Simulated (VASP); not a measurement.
Write the native input for VASP 6.6.1 that does the following.

- Task: relaxation of cell and atoms
- Functional: PBE
- Potentials or basis: VASP PAW PBE potentials, release 64 (Cd, Se)
- Cutoff: 600 eV
- k mesh: 10 × 10 × 6
- Occupations: fermi-dirac, width 0.05 eV
- Spin: no spin polarisation
- Target pressure: 5.2 GPa
- Dipole correction: no
- Further INCAR settings: ALGO = Normal; EDIFF = 1e-06; IBRION = 2; EDIFFG = -0.005; NSW = 60; ISIF = 3

The structure of CdSe (NiAs type) lies in POSCAR:

```
CdSe
1.0
    4.0300726392      0.0000000000      0.0000000000
   -2.0150363196      3.4901452847      0.0000000000
    0.0000000000      0.0000000000      6.2466125908
Cd Se
2 2
Direct
    0.0000000000      0.0000000000      0.0000000000
    0.0000000000      0.0000000000      0.5000000000
    0.3333333333      0.6666666667      0.2500000000
    0.6666666667      0.3333333333      0.7500000000
```

The input as run:

INCAR

```
SYSTEM = CdSe
  ALGO = Normal
  EDIFF = 1E-6
  EDIFFG = -0.005
  ENCUT = 600
  GGA = PE
  IBRION = 2
  ISIF = 3
  ISMEAR = -1
  LASPH = .True.
  LCHARG = .False.
  LREAL = .False.
  LWAVE = .False.
  NELM = 100
  NSW = 60
  PREC = Accurate
  PSTRESS = 52.0
  SIGMA = 0.05
```

KPOINTS

```
k-points
0
Gamma
  10 10 6
  0 0 0
```

Potentials or basis: VASP PAW PBE potentials, release 64 (Cd, Se).

Run with:

```console
$ cat potpaw_PBE.64/Cd/POTCAR potpaw_PBE.64/Se/POTCAR > POTCAR
$ mpirun -np 1 vasp_std > vasp.out
```

It gave:

* Relaxed volume: 22.35 Å³/atom
* Relaxed cell: a = 3.962 Å, b = 3.962 Å, c = 6.578 Å, α = 90.00°, β = 90.00°, γ = 120.00°
* Space group after relaxing (to 0.1 Å): P6_3/mmc (No. 194)
* Energy change on relaxing (the run minimises the enthalpy): -28.0 meV/atom
* Ionic steps: 7
* Pressure after relaxing: 5.2 GPa
* Band gap on the k mesh: 0.07 eV (least direct gap 0.10 eV)

Caveat: the cell is relaxed towards a set pressure, so the run minimises the enthalpy, not the energy; the smearing spreads over this small gap; semilocal functionals underestimate gaps, and a narrow one can read as zero.

Wall time 7.6 min on 1 thread of Intel(R) Xeon(R) Platinum 8259CL CPU @ 2.50GHz (Skylake/Cascade Lake), with other jobs on the host, peak memory 0.31 GiB.
